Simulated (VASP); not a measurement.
Write the native input for VASP 6.6.1 that does the following.

```
Task                   : single point
Functional             : LDA
Potentials or basis    : VASP PAW LDA potentials, release 64 (Na_pv, F)
Cutoff                 : 520 eV
k mesh                 : 2 × 2 × 2
Occupations            : fermi-dirac, width 0.05 eV
Spin                   : no spin polarisation
Dipole correction      : no
Further INCAR settings : LREAL = Auto; ALGO = Normal; EDIFF = 1e-07; NBANDS = 74
```

The structure of Na16F (a cell with a defect) lies in POSCAR:

```
Na16F
1.0
    8.4600000000      0.0000000000      0.0000000000
    0.0000000000      8.4600000000      0.0000000000
    0.0000000000      0.0000000000      8.4600000000
Na F
16 1
Direct
   -0.0091177305     -0.0001088652     -0.0322226950
    0.5310463357     -0.0001190307      0.0204092199
    0.0063153664      0.4998676123     -0.0143229314
   -0.0092178487     -0.0001074468      0.5315057920
    0.2442669031      0.2359628842      0.2494587470
    0.4846502364      0.4998998818      0.0172189125
    0.5306794326     -0.0001193853      0.4789327423
    0.7664901891      0.2674547281      0.2495437352
    0.0063769504      0.4998732861      0.5133634752
    0.2442412530      0.7638040189      0.2494664303
    0.2599169031      0.2180672577      0.7495500000
    0.4845367612      0.4999056738      0.4817936170
    0.7665278960      0.7323061466      0.2495509456
    0.7197148936      0.2704312057      0.7495399527
    0.2599391253      0.7817657210      0.7495504728
    0.7198010638      0.7293964539      0.7495379433
    0.1254291962     -0.0001011820      0.7495529551
```

These files were run (other wordings do the same):

INCAR

```
SYSTEM = Na16F
PREC = Accurate
ENCUT = 520
EDIFF = 1E-7
ISMEAR = -1
SIGMA = 0.05
LREAL = Auto
LASPH = .TRUE.
NELM = 100
ALGO = Normal
ISIF = 2
LWAVE = .FALSE.
LCHARG = .TRUE.
GGA = CA
LELF = .TRUE.
LVHAR = .TRUE.
NBANDS = 74
```

KPOINTS

```
Automatic mesh
0
G
  2 2 2
  0 0 0
```

Potentials or basis: VASP PAW LDA potentials, release 64 (Na_pv, F).

Run with:

```bash
$ cat potpaw_LDA.64/Na_pv/POTCAR potpaw_LDA.64/F/POTCAR > POTCAR
$ mpirun -np 1 vasp_std > vasp.out
```

Results of the run:

```
Pressure               : -0.8 GPa
Largest force          : 0.014 eV/Å
Band gap on the k mesh : zero (an odd number of electrons rules out a gap without spin polarisation)
```

Caveat: the k points lie up to 0.37 Å⁻¹ apart, too coarse for converged energies and pressures of a metal.

Run time: 14 min on 1 thread of Intel(R) Xeon(R) Platinum 8259CL CPU @ 2.50GHz (Skylake/Cascade Lake) (shared host), peak memory 0.54 GiB.
